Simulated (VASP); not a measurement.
HfN:

```
Hf N
1.0
     3.11287    0.00000    0.00000
    -1.55644    2.69583    0.00000
     0.00000    0.00000    5.38041
Hf N
2 2
Direct
  0.33333 0.66667 0.25000
  0.66667 0.33333 0.75000
  0.00000 0.00000 0.50000
  0.00000 0.00000 0.00000
```

Base run:

* Program: VASP 6.6.1
* Functional: LDA
* Potentials or basis: VASP PAW LDA potentials, release 64 (Hf_pv, N)
* Cutoff: 520 eV
* k mesh: 10 × 10 × 5
* Occupations: fermi-dirac, width 0.05 eV
* Spin: no spin polarisation

Its results: band gap on the k mesh zero (bands 15 and 16 overlap by 1.76 eV); pressure -4.6 GPa.

Q: The run is repeated on the same cell with these changes: functional from LDA to r2SCAN; potentials or basis from VASP PAW LDA potentials, release 64 (Hf_pv, N) to VASP PAW PBE potentials, release 64 (Hf_pv, N). What comes out?

A: Band gap on the k mesh zero (bands 15 and 16 overlap by 1.79 eV); pressure 5.6 GPa.

Caveats: spin-orbit coupling is left out, which moves the levels of the heavy elements; the cell stands under tension (at least some runs); the cell stands under pressure (at least some runs); the PAW data sets were made with another functional, which shifts forces and pressure a little (at least some runs).
